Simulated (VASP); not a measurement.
# HgTe (zincblende type) (F-43m) in VASP: a series of runs, part 2 of 2

VASP 6.6.1.

## Step 3: Single point, r2SCAN (volume scaled by 0.94)

File POSCAR:

```
HgTe
1.0
    0.0000000000      3.2183037439      3.2183037439
    3.2183037439      0.0000000000      3.2183037439
    3.2183037439      3.2183037439      0.0000000000
Hg Te
1 1
Direct
    0.0000000000      0.0000000000      0.0000000000
    0.2500000000      0.2500000000      0.2500000000
```

File INCAR.step1:

```
  PREC = Accurate
  ENCUT = 520
  ISMEAR = -1
  SIGMA = 0.08
  LREAL = F
  LASPH = T
  NELM = 100
  NBANDS = 16
  GGA = PE
  ALGO = Normal
  EDIFF = 1E-4
  LWAVE = T
  LCHARG = F
```

File INCAR.step2:

```
  PREC = Accurate
  ENCUT = 520
  EDIFF = 1E-6
  ISMEAR = -1
  SIGMA = 0.08
  LREAL = F
  LASPH = T
  NELM = 100
  ALGO = Normal
  ISIF = 2
  LWAVE = F
  LCHARG = T
  METAGGA = R2SCAN
  LMIXTAU = T
  LELF = T
  LVHAR = T
  NBANDS = 16
  ISTART = 1
```

File KPOINTS:

```
Automatic mesh
0
Gamma
  12 12 12
```

Potentials or basis: VASP PAW PBE potentials, release 64 (Hg, Te).

Run with:

```bash
cat potpaw_PBE.64/Hg/POTCAR potpaw_PBE.64/Te/POTCAR > POTCAR
cp INCAR.step1 INCAR
mpirun -np 1 vasp_std > vasp.out
cp INCAR.step2 INCAR
mpirun -np 1 vasp_std > vasp.out
```

OUTCAR:

```text
PREC = Accurate
   ENCUT = 520
   EDIFF = 1E-6
   ISMEAR = -1
   LREAL = F
   LASPH = T
   NELM = 100
   ISIF = 2
   METAGGA = R2SCAN
   ISTART = 1

 ion  position               nearest neighbor table
   1  0.000  0.000  0.000-   2 2.79   2 2.79   2 2.79   2 2.79
   2  0.250  0.250  0.250-   1 2.79   1 2.79   1 2.79   1 2.79

  LATTYP: Found a face centered cubic cell.
 ALAT       =     6.4366074878

  Lattice vectors:

 A1 = (   0.0000000000,   3.2183037439,   3.2183037439)
 A2 = (   3.2183037439,   0.0000000000,   3.2183037439)
 A3 = (   3.2183037439,   3.2183037439,   0.0000000000)

Analysis of symmetry for initial positions (statically):
=====================================================================
 Subroutine PRICEL returns:
 Original cell was already a primitive cell.

 Routine SETGRP: Setting up the symmetry group for a
 face centered cubic supercell.

 Subroutine GETGRP returns: Found 24 space group operations
 (whereof 24 operations were pure point group operations)
 out of a pool of 48 trial point group operations.

The static configuration has the point symmetry T_d .

[... 154 lines left out ...]
  ext. energy  EPLUGINS =         0.00000000
  ---------------------------------------------------
  free energy    TOTEN  =       -75.12472377 eV

  energy without entropy =      -75.12423330  energy(sigma->0) =      -75.12447854

 E-fermi :   3.2084     XC(G=0):  -9.3795

 val. band max:        3.0085814923   @ k =   0.0000   0.0000   0.0000
 cond. band min:       3.6369396368   @ k =   0.0833   0.0000   0.0000
 fundamental gap:      0.6283581446
 Fermi energy:         3.2083968835

 k-point     1 :       0.0000    0.0000    0.0000
  band No.  band energies     occupation
      1      -9.4995      2.00000
      2      -4.7136      2.00000
      3      -4.7136      2.00000
      4      -4.7136      2.00000
      5      -4.1227      2.00000
      6      -4.1227      2.00000
[... 433 lines left out ...]
      3      -4.5264      2.00000
      4      -4.1417      2.00000
      5      -4.1109      2.00000
      6      -3.7749      2.00000
[... 8 lines left out ...]
     15      12.8627      0.00000
     16      13.1082      0.00000

 [... further k-points ...]
[... 5 lines left out ...]
  --------------------------------------------------------------------------------------
  -------------------------------------------------------------------------------------
  Total        1.2626382      1.2626382      1.2626382      0.0000000      0.0000000      0.0000000
  in kB       30.3443902     30.3443902     30.3443902      0.0000000      0.0000000      0.0000000
  external PRESSURE =      30.3443902 kB  Pullay stress =       0.0000000 kB

 VOLUME and BASIS-vectors are now :
 -----------------------------------------------------------------------------
  energy-cutoff  :      520.00
  volume of cell :       66.67
      direct lattice vectors                 reciprocal lattice vectors
     0.000000000  3.218303744  3.218303744    -0.155361346  0.155361346  0.155361346
     3.218303744  0.000000000  3.218303744     0.155361346 -0.155361346  0.155361346
     3.218303744  3.218303744  0.000000000     0.155361346  0.155361346 -0.155361346

 POSITION                                       TOTAL-FORCE (eV/Angst)
 -----------------------------------------------------------------------------------
      0.00000      0.00000      0.00000         0.000000      0.000000      0.000000
      1.60915      1.60915      1.60915        -0.000000     -0.000000     -0.000000
 -----------------------------------------------------------------------------------
    total drift:                               -0.000000     -0.000000     -0.000000

  FREE ENERGIE OF THE ION-ELECTRON SYSTEM (eV)
  ---------------------------------------------------
  free  energy   TOTEN  =       -75.1247237702 eV

  energy  without entropy=      -75.1242333044  energy(sigma->0) =      -75.12447854
```

OUTCAR.step1:

```text
PREC = Accurate
   ENCUT = 520
   ISMEAR = -1
   LREAL = F
   LASPH = T
   NELM = 100
[... 675 lines left out ...]
 -----------------------------------------------------------------------------------
      0.00000      0.00000      0.00000        -0.000000      0.000000     -0.000000
      1.60915      1.60915      1.60915         0.000000     -0.000000      0.000000
 -----------------------------------------------------------------------------------
    total drift:                                0.000000      0.000000      0.000000

  FREE ENERGIE OF THE ION-ELECTRON SYSTEM (eV)
  ---------------------------------------------------
  free  energy   TOTEN  =        -3.5640374870 eV

  energy  without entropy=       -3.5633466576  energy(sigma->0) =       -3.56369207
```

Wall time 3.6 min (1 thread of Intel Xeon Platinum 8259CL at 2.50GHz (Skylake/Cascade Lake), shared host); peak memory 0.26 GiB.

Results:

| Quantity | Value |
| --- | --- |
| Free energy | -75.1247 eV |
| Pressure | 3.0 GPa |
| Band gap on the k mesh | zero (filled and empty bands touch) |

Levels at points of the mesh, in eV from the Fermi level:
```tsv
k point	band 5	band 6	band 7	band 8	band 9	band 10	band 11	band 12	band 13	band 14
(0.00, 0.00, 0.00)	-7.33	-7.33	-0.58	-0.20	-0.20	-0.20	4.34	4.34	4.34	6.62
(0.50, 0.00, 0.00)	-7.31	-7.00	-5.94	-1.25	-1.25	0.76	5.16	5.16	6.96	8.21
(0.50, 0.50, 0.00)	-7.26	-6.83	-5.86	-2.62	-2.62	1.88	2.50	8.57	9.30	9.30
```

Caveat: the cell differs from its parent crystal (volume scaled by 0.94); the PAW data sets were made with another functional, which shifts forces and pressure a little; spin-orbit coupling is left out, which moves the levels of the heavy elements.

## Step 4: Single point, r2SCAN

This run uses another cell than the first one, of 35.46 Å³/atom, 1.136 times its volume.

File POSCAR:

```
HgTe
1.0
    0.0000000000      3.2853709493      3.2853709493
    3.2853709493      0.0000000000      3.2853709493
    3.2853709493      3.2853709493      0.0000000000
Hg Te
1 1
Direct
    0.0000000000      0.0000000000      0.0000000000
    0.2500000000      0.2500000000      0.2500000000
```

File INCAR.step1:

```
PREC     = Accurate       # precision mode
ENCUT    = 520            # plane-wave cutoff, eV
ISMEAR   = -1             # smearing method
SIGMA    = 0.08           # smearing width, eV
LREAL    = False          # projectors in reciprocal space
LASPH    = True           # aspherical terms in the spheres
NELM     = 100            # most SCF steps
NBANDS   = 16             # bands
GGA      = PE             # functional
ALGO     = Normal         # electronic algorithm
EDIFF    = 1E-4           # SCF threshold, eV
LWAVE    = True           # write WAVECAR
LCHARG   = False          # write CHGCAR
```

File INCAR.step2:

```
PREC     = Accurate       # precision mode
ENCUT    = 520            # plane-wave cutoff, eV
EDIFF    = 1E-6           # SCF threshold, eV
ISMEAR   = -1             # smearing method
SIGMA    = 0.08           # smearing width, eV
LREAL    = False          # projectors in reciprocal space
LASPH    = True           # aspherical terms in the spheres
NELM     = 100            # most SCF steps
ALGO     = Normal         # electronic algorithm
ISIF     = 2              # what is computed and relaxed
LWAVE    = False          # write WAVECAR
LCHARG   = False          # write CHGCAR
METAGGA  = R2SCAN         # meta-GGA
LMIXTAU  = True         
NBANDS   = 16             # bands
ISTART   = 1
```

File KPOINTS:

```
regular mesh
0
Gamma
  12 12 12
```

Run with:

```bash
cat potpaw_PBE.64/Hg/POTCAR potpaw_PBE.64/Te/POTCAR > POTCAR
cp INCAR.step1 INCAR
mpirun -np 1 vasp_std > vasp.out
cp INCAR.step2 INCAR
mpirun -np 1 vasp_std > vasp.out
```

It took 3.6 min on 1 thread of Intel Xeon Platinum 8259CL at 2.50GHz (Skylake/Cascade Lake), shared host; peak memory 0.27 GiB.

The run converged. Its results:

| Quantity | Value |
| --- | --- |
| Free energy | -75.1648 eV |
| Pressure | 0.1 GPa |
| Band gap on the k mesh | zero (filled and empty bands touch) |

Levels at points of the mesh, in eV from the Fermi level:
```tsv
k point	band 5	band 6	band 7	band 8	band 9	band 10	band 11	band 12	band 13	band 14
(0.00, 0.00, 0.00)	-7.05	-7.05	-0.75	-0.21	-0.21	-0.21	4.45	4.45	4.45	6.60
(0.50, 0.00, 0.00)	-7.04	-6.77	-5.52	-1.13	-1.13	0.74	5.22	5.22	6.94	8.04
(0.50, 0.50, 0.00)	-7.00	-6.62	-5.52	-2.35	-2.35	1.89	2.65	8.31	9.03	9.03
```

Caveat: the PAW data sets were made with another functional, which shifts forces and pressure a little; spin-orbit coupling is left out, which moves the levels of the heavy elements.

## Step 5: Single point, r2SCAN

This run uses another cell than the first one, of 35.46 Å³/atom, 1.136 times its volume.

POSCAR is that of step 4.

File INCAR.step1:

```
SYSTEM = HgTe
  ALGO = Normal
  EDIFF = 1E-4
  ENCUT = 520
  GGA = PE
  ISMEAR = -1
  LASPH = .TRUE.
  LCHARG = .FALSE.
  LREAL = .FALSE.
  LWAVE = .TRUE.
  NBANDS = 16
  NELM = 100
  PREC = Accurate
  SIGMA = 0.08
```

File INCAR.step2:

```
SYSTEM = HgTe
  ALGO = Normal
  EDIFF = 1E-7
  ENCUT = 520
  ISIF = 2
  ISMEAR = -1
  ISTART = 1
  LASPH = .TRUE.
  LCHARG = .FALSE.
  LMIXTAU = .TRUE.
  LREAL = .FALSE.
  LWAVE = .FALSE.
  METAGGA = R2SCAN
  NBANDS = 16
  NELM = 100
  PREC = Accurate
  SIGMA = 0.08
```

File KPOINTS:

```
k-points
0
G
  12 12 12
  0 0 0
```

Run with:

```bash
cat potpaw_PBE.64/Hg/POTCAR potpaw_PBE.64/Te/POTCAR > POTCAR
cp INCAR.step1 INCAR
mpirun -np 1 vasp_std > vasp.out
cp INCAR.step2 INCAR
mpirun -np 1 vasp_std > vasp.out
```

Wall time 4.9 min (1 thread of Intel Xeon Platinum 8259CL at 2.50GHz (Skylake/Cascade Lake), shared host); peak memory 0.27 GiB.

It converged, with:

| Quantity | Value |
| --- | --- |
| Free energy | -75.1648 eV |
| Pressure | 0.1 GPa |
| Band gap on the k mesh | zero (filled and empty bands touch) |

Levels at points of the mesh, in eV from the Fermi level:
| k point | band 7 | band 8 | band 9 | band 10 | band 11 | band 12 |
| --- | --- | --- | --- | --- | --- | --- |
| (0.00, 0.00, 0.00) | -0.75 | -0.21 | -0.21 | -0.21 | 4.45 | 4.45 |
| (0.50, 0.00, 0.00) | -5.52 | -1.13 | -1.13 | 0.74 | 5.22 | 5.22 |
| (0.50, 0.50, 0.00) | -5.52 | -2.35 | -2.35 | 1.89 | 2.65 | 8.31 |

Caveat: the PAW data sets were made with another functional, which shifts forces and pressure a little; spin-orbit coupling is left out, which moves the levels of the heavy elements.

## Step 6: The runs side by side

```tsv
cell	gap on the mesh (eV)	pressure (GPa)
a = 4.452 Å, angles 60.0°, 2 atoms	none	7.3
a = 4.551 Å, angles 60.0°, 2 atoms	none	3.0
a = 4.646 Å, angles 60.0°, 2 atoms	none	0.1
```

Alike in all rows: task single point; level r2SCAN; potentials or basis VASP PAW PBE potentials, release 64 (Hg, Te); no spin polarisation; k mesh 12 × 12 × 12; cutoff (eV) 520; smearing fermi-dirac 0.08 eV.

Caveats: the PAW data sets were made with another functional, which shifts forces and pressure a little; spin-orbit coupling is left out, which moves the levels of the heavy elements.

Absolute energies hang on the potentials; compare differences alone.
